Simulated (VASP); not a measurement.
Input of a VASP 6.6.1 run:

The input INCAR:

```
SYSTEM = P
  ALGO = Normal
  EDIFF = 1E-6
  ENCUT = 520
  GGA = PS
  ISIF = 2
  ISMEAR = 0
  LASPH = .TRUE.
  LCHARG = .FALSE.
  LREAL = .FALSE.
  LWAVE = .FALSE.
  NBANDS = 12
  NELM = 80
  PREC = Accurate
  SIGMA = 0.15
```

KPOINTS

```
k-points
0
G
  24 24 12
  0 0 0
```

Contents of POSCAR:

```
P
1.0
    2.3373476768      0.0000000000      0.0052449062
    0.0000000000      2.3372404693      0.0000000000
   -0.0095061187      0.0000000000      4.7929475527
P
2
Direct
    0.0000000000      0.0000000000      0.2500000000
    1.0000000000      0.0000000000      0.7500000000
```

Potentials or basis: VASP PAW PBE potentials, release 64 (P).

Command:

```sh
$ cat potpaw_PBE.64/P/POTCAR > POTCAR
$ mpirun -np 1 vasp_std > vasp.out
```

(1) Estimate the pressure.

(2) Predict the band gap on the k mesh.

## Answers

(1) 12.3 GPa.

(2) zero (bands 5 and 6 overlap by 11.63 eV).

Caveat: the cell differs from its parent crystal (strain -0.040 along x and y, +0.000 along z); the cell stands under pressure; the PAW data sets were made with another functional, which shifts forces and pressure a little.
